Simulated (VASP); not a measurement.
Here is a VASP 6.6.1 calculation.

Contents of INCAR:

```
SYSTEM = Ru
  PREC = Accurate
  ENCUT = 520
  EDIFF = 1E-6
  ISMEAR = -1
  SIGMA = 0.08
  LREAL = .False.
  LASPH = .True.
  NELM = 80
  ALGO = Normal
  ISIF = 2
  LWAVE = .False.
  LCHARG = .True.
  LDIPOL = .True.
  IDIPOL = 3
  DIPOL = 0.5 0.5 0.500
  GGA = PE
  LELF = .True.
  LVHAR = .True.
  LVACPOTAV = .True.
  NBANDS = 28
```

KPOINTS

```
Automatic mesh
0
Gamma
  14 14 1
  0 0 0
```

The input POSCAR:

```
Ru
1.0
    2.7207384563      0.0000000000      0.0000000000
   -1.3603692282      2.3562286202      0.0000000000
    0.0000000000      0.0000000000     20.2961000000
Ru
3
Direct
    0.0000000000      0.0000000000      0.3980803413
    0.3333333333      0.6666666667      0.4999999983
    0.0000000000      0.0000000000      0.6019196604
```

Potentials or basis: VASP PAW PBE potentials, release 64 (Ru_pv).

The run is started by

```console
$ cat potpaw_PBE.64/Ru_pv/POTCAR > POTCAR
$ mpirun -np 1 vasp_std > vasp.out
```

Problem. Estimate the largest force.

Solution. 0.011 eV/Å.

Problem. Estimate the band gap on the k mesh.

Solution. Zero (bands 21 and 22 overlap by 2.08 eV).

Forces on the atoms (eV/Å):
```
Ru   0.000  0.000 -0.011
Ru   0.000  0.000  0.000
Ru   0.000  0.000  0.011
```
